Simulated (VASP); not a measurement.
Here is a VASP 6.6.1 calculation.

The input INCAR:

```
SYSTEM = BaZrO3
PREC = Accurate
ENCUT = 910
EDIFF = 1E-6
ISMEAR = 0
SIGMA = 0.05
LREAL = .FALSE.
LASPH = .TRUE.
NELM = 120
ALGO = Normal
ISIF = 2
LWAVE = .FALSE.
LCHARG = .TRUE.
LELF = .TRUE.
LVHAR = .TRUE.
NBANDS = 28
GGA_COMPAT = .FALSE.
```

The input KPOINTS:

```
Automatic mesh
0
G
  6 6 6
  0 0 0
```

POSCAR

```
BaZrO3
1.0
    4.2615092777      0.0000000000      0.0000000000
    0.0000000000      4.2615092777      0.0000000000
    0.0000000000      0.0000000000      4.1474542849
Ba Zr O
1 1 3
Direct
    0.5000000000      0.5000000000      0.5000000000
    0.0000000000      0.0000000000      0.0000000000
    0.5000000000      0.0000000000      0.0000000000
    0.0000000000      0.5000000000      0.0000000000
    0.0000000000      0.0000000000      0.5000000000
```

Potentials or basis: VASP PAW LDA potentials, release 64 (Ba_sv, Zr_sv, O_h).

Launch:

```sh
$ cat potpaw_LDA.64/Ba_sv/POTCAR potpaw_LDA.64/Zr_sv/POTCAR potpaw_LDA.64/O_h/POTCAR > POTCAR
$ mpirun -np 1 vasp_std > vasp.out
```

(1) Predict the band gap on the k mesh.

(2) What does it give for the pressure?

Answers

(1) 2.93 eV (least direct gap 3.15 eV).

(2) -7.3 GPa.

Caveat: the cell differs from its parent crystal (normal strain along x +0.0275, normal strain along y +0.0275); the cutoff is under 1.25 times the usual one of these potentials, so pressure, stress and relaxed cells hold a basis-set (Pulay) error; the cell stands under tension; spin-orbit coupling is left out, which moves the levels of the heavy elements.
